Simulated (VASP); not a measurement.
Wanted: the native input for a VASP 6.6.1 run.

```yaml
Task: single point
Functional: PBEsol
Potentials_or_basis: VASP PAW PBE potentials, release 64 (Ge_d, Pt)
Cutoff: 520 eV
k_mesh: 6 × 6 × 12
Occupations: gaussian, width 0.15 eV
Spin: no spin polarisation
Dipole_correction: no
Further_INCAR_settings: ALGO = Fast; EDIFF = 1e-06; NBANDS = 61
```

The structure of GePt2 lies in POSCAR:

```
GePt2
1.0
    7.5213068369      0.0000000000      0.0000000000
   -3.7606534184      6.5136427904      0.0000000000
    0.0000000000      0.0000000000      3.4586784287
Ge Pt
3 6
Direct
    0.6666666667      0.3333333333      0.0000000000
    0.3333333333      0.6666666667      0.0000000000
    0.0000000000      0.0000000000      0.5000000000
    0.6229372121      0.0000000000      0.5000000000
    0.3770627879      0.3770627879      0.5000000000
    1.0000000000      0.6229372121      0.5000000000
    0.0000000000      0.2849128372      0.0000000000
    0.7150871628      0.7150871628      0.0000000000
    0.2849128372      0.0000000000      0.0000000000
```

This cell differs from its parent crystal: strain +0.1125 x Voigt [1, 1, 0, 0, 0, 0].

These files were run (other wordings do the same):

INCAR

```
SYSTEM = GePt2
ALGO = Fast ; EDIFF = 1E-6
ENCUT = 520 ; GGA = PS
ISIF = 2 ; ISMEAR = 0
LASPH = .True. ; LCHARG = .True.
LELF = .True. ; LREAL = .False.
LVHAR = .True. ; LWAVE = .False.
NBANDS = 61 ; NELM = 60
PREC = Accurate ; SIGMA = 0.15
```

KPOINTS

```
k-points
0
Gamma
  6 6 12
  0 0 0
```

Potentials or basis: VASP PAW PBE potentials, release 64 (Ge_d, Pt).

The run is started by

```bash
$ cat potpaw_PBE.64/Ge_d/POTCAR potpaw_PBE.64/Pt/POTCAR > POTCAR
$ mpirun -np 1 vasp_std > vasp.out
```

It gave:

| Quantity | Value |
| --- | --- |
| Pressure | -27.7 GPa |
| Largest force | 0.385 eV/Å |
| Band gap on the k mesh | zero (bands 51 and 52 overlap by 0.92 eV) |

Caveat: the cell differs from its parent crystal (strain +0.1125 x Voigt [1, 1, 0, 0, 0, 0]); the stress differs along the axes, from -30 to -23 GPa; the PAW data sets were made with another functional, which shifts forces and pressure a little; spin-orbit coupling is left out, which moves the levels of the heavy elements.

Run time: 22 min on 1 thread of Oxide Virtual Turin-like Processor, with other jobs on the host, peak memory 0.49 GiB.
